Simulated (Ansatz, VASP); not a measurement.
# Two plane-wave programs on La2O3

```
CELL_PARAMETERS angstrom
3.93078 0.00000 0.00000
-1.96539 3.40415 0.00000
0.00000 0.00000 6.11195
ATOMIC_POSITIONS crystal
La 0.66667 0.33333 0.75376
La 0.33333 0.66667 0.24624
O 0.66667 0.33333 0.35411
O 0.33333 0.66667 0.64589
O 0.00000 0.00000 0.00000
```

Alike in both runs: task relaxation of cell and atoms; functional LDA; k mesh 9 × 9 × 4; occupations gaussian, width 0.02 eV; no spin polarisation.

|  | VASP | Ansatz |
| --- | --- | --- |
| version | VASP 6.6.1 | Ansatz 0.2.0 |
| potentials or method | VASP PAW LDA potentials, release 64 (La, O), cutoff 600 eV | scalar-relativistic, plane waves, PAW |
| valence electrons in the cell | 40 | 40 |

```csv
,VASP,Ansatz,Ansatz less VASP
"gap on the k mesh at the Fermi level, each at its own relaxed structure (eV)",3.75,3.76,+0.010
relaxed volume (Å³/atom),15.51,15.54,+0.032
relaxed cell length with the largest relative difference (Å),5.942,5.951,+0.0095
```

Ansatz warns that its potentials were made for another functional, while VASP's fit it. LDA's correlation is that of Perdew and Zunger in VASP and of Perdew and Wang (1992) in Ansatz.

Neither program's run includes spin-orbit coupling.
